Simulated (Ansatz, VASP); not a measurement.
**Two plane-wave programs on C**

Contents of INCAR:

```
SYSTEM = C
PREC = Accurate ; ENCUT = 520
EDIFF = 1E-7 ; ISMEAR = 0
SIGMA = 0.1 ; LREAL = .False.
LASPH = .True. ; NELM = 60
ALGO = Normal ; ISIF = 2
LWAVE = .False. ; LCHARG = .False.
LDIPOL = .True. ; IDIPOL = 3
DIPOL = 0.5 0.5 0.360 ; GGA = PE
IVDW = 12 ; NBANDS = 16
```

File KPOINTS:

```
regular mesh
0
Gamma
  15 15 1
  0 0 0
```

The input POSCAR:

```
C
1.0
    2.4656524409      0.0000000000      0.0000000000
   -1.2328262205      2.1353176507      0.0000000000
    0.0000000000      0.0000000000     17.5000663885
C
4
Direct
    0.6666666667      0.3333333333      0.2571437784
    0.3333333333      0.6666666667      0.2571418816
    0.6666666667      0.3333333333      0.4634306070
    0.3333333333      0.6666666667      0.4634287102
```

Input for Ansatz:

```yaml
crystal:
  lattice:
    - [2.4656524409, 0.0, 0.0]
    - [-1.2328262205, 2.1353176507, 0.0]
    - [0.0, 0.0, 17.5000663885]
  atoms:
    - { symbol: C, position: [0.6666666667, 0.3333333333, 0.2571437784] }
    - { symbol: C, position: [0.3333333333, 0.6666666667, 0.2571418816] }
    - { symbol: C, position: [0.6666666667, 0.3333333333, 0.463430607] }
    - { symbol: C, position: [0.3333333333, 0.6666666667, 0.4634287102] }
basis:
  ecutwfc: 420
kpoints:
  mp_grid: { grid: [15, 15, 1] }
hamiltonian:
  xc: pbe
  pseudopotentials: { kind: paw, azcp: { folder: soft_1 } }
  dispersion: d3bj
scf:
  occupations: { method: gaussian, width: 0.1 }
output:
  forces: true
  eigenvalues: true
efield:
  axis: 3
  dipole_correction: true
  ramp_width: 0.04
```

Alike in both runs: task single point; functional PBE; dispersion D3(BJ); k mesh 15 × 15 × 1; occupations gaussian, width 0.1 eV; no spin polarisation.

```csv
,VASP,Ansatz
version,VASP 6.6.1,Ansatz 0.2.0
potentials or method,"VASP PAW PBE potentials, release 64 (C), cutoff 520 eV","scalar-relativistic, plane waves, PAW"
valence electrons in the cell,16,16
```

```csv
,VASP,Ansatz,Ansatz less VASP
gap on the k mesh at the Fermi level (eV),0.43,0.43,0.000
least direct gap on the mesh (eV),0.43,0.43,0.000
```

Ansatz's warnings: structure snapped to symmetry.
